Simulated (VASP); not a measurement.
A run of VASP 6.6.1:

INCAR

```
ALGO = Normal
EDIFF = 1E-6
ENCUT = 600
GGA = PS
GGA_COMPAT = F
ISIF = 2
ISMEAR = 1
LASPH = T
LCHARG = F
LREAL = F
LWAVE = F
NBANDS = 16
NELM = 120
PREC = Accurate
SIGMA = 0.15
```

The input KPOINTS:

```
k-points
0
Gamma
  11 11 11
```

File POSCAR:

```
WC
1.0
    0.0000000000      2.1926840000      2.1926840000
    2.1926840000      0.0000000000      2.1926840000
    2.1926840000      2.1926840000      0.0000000000
W C
1 1
Direct
    0.0000000000      0.0000000000      0.0000000000
    0.5000000000      0.5000000000      0.5000000000
```

Potentials or basis: VASP PAW PBE potentials, release 64 (W_sv, C).

The run is started by

```bash
$ cat potpaw_PBE.64/W_sv/POTCAR potpaw_PBE.64/C/POTCAR > POTCAR
$ mpirun -np 1 vasp_std > vasp.out
```

Hardware: 1 thread of Intel Xeon 8259CL, on a shared host.

Question: Estimate the wall time of this run.

Answer: It took 40 s on 1 thread of Intel Xeon 8259CL, on a shared host, peak memory 0.17 GiB. Counts: scf iterations 12, k points 56.
